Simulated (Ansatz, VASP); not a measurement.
## Pt in VASP and in Ansatz

```xyz
1
Lattice="0.0000 1.9588 1.9588 1.9588 0.0000 1.9588 1.9588 1.9588 0.0000" Properties=species:S:1:pos:R:3 pbc="T T T"
Pt    0.0000    0.0000    0.0000
```

Alike in both runs: functional PBEsol; k mesh 20 × 20 × 20; occupations methfessel-paxton of order 1, width 0.1 eV; no spin polarisation.

Ansatz relaxed the structure, and its values are those at the end. VASP's run is a single point on that final structure, the one shown.

|  | VASP | Ansatz |
| --- | --- | --- |
| version | VASP 6.6.1 | Ansatz 0.2.0 |
| potentials or method | VASP PAW PBE potentials, release 64 (Pt) | scalar-relativistic, plane waves, PAW |
| plane-wave cutoff (eV) | 520 | 420 |
| valence electrons in the cell | 10 | 18 |

|  | VASP | Ansatz | Ansatz less VASP |
| --- | --- | --- | --- |
| gap on the k mesh at the Fermi level (eV) | none | none | - |
| pressure (GPa) | -0.4 | 0.0 | +0.42 |

VASP's potentials were made for PBE, not for PBEsol. A gap of «none» marks a metal or a gap that the smearing closes. With one functional, cell and mesh, what is left measures potentials, basis and numerics. VASP's potentials hold 10 valence electrons a cell and Ansatz's 18, so a difference there can come from the potentials and not from the codes.

Neither program's run includes spin-orbit coupling.
